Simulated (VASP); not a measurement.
Crystal: Re.

```
Re
1.0
     2.76639    0.00000    0.00000
    -1.38319    2.39576    0.00000
     0.00000    0.00000    8.93885
Re
4
Direct
  0.66667 0.33333 0.75000
  0.00000 0.00000 0.50000
  0.33333 0.66667 0.25000
  0.00000 0.00000 0.00000
```

* Program: VASP 6.6.1
* Task: relaxation of cell and atoms
* Functional: PBEsol
* Dispersion: D4
* Potentials or basis: VASP PAW PBE potentials, release 64 (Re)
* Cutoff: 600 eV
* k mesh: 11 × 11 × 3
* Occupations: fermi-dirac, width 0.05 eV
* Spin: no spin polarisation

At the start: pressure -10.8 GPa; volume 14.81 Å³/atom.

Where does the relaxation end?

Over 7 steps the energy falls by 14.1 meV/atom and the volume is 14.40 Å³/atom (-2.8 %); space group P6_3/mmc (No. 194, to 0.05 Å).

The path:
| step | energy change (eV) | largest force (eV/Å) | pressure (GPa) | volume (Å³) |
| --- | --- | --- | --- | --- |
| 1 | 0.0000 | 0.0000 | -10.79 | 59.24 |
| 2 | 1.1161 | 0.0000 | 64.13 | 51.09 |
| 3 | -0.0562 | 0.0000 | -0.64 | 57.70 |
| 4 | -0.0564 | 0.0000 | -0.10 | 57.63 |
| 5 | -0.0564 | 0.0000 | 0.13 | 57.59 |
| 6 | -0.0563 | 0.0000 | -0.44 | 57.68 |
| 7 | -0.0564 | 0.0000 | 0.00 | 57.61 |

Final structure:
```
Re
1.0
     2.74047    0.00000    0.00000
    -1.37024    2.37332    0.00000
     0.00000    0.00000    8.85794
Re
4
Direct
  0.66667 0.33333 0.75000
  0.00000 0.00000 0.50000
  0.33333 0.66667 0.25000
  0.00000 0.00000 0.00000
```

Caveat: the PAW data sets were made with another functional, which shifts forces and pressure a little.
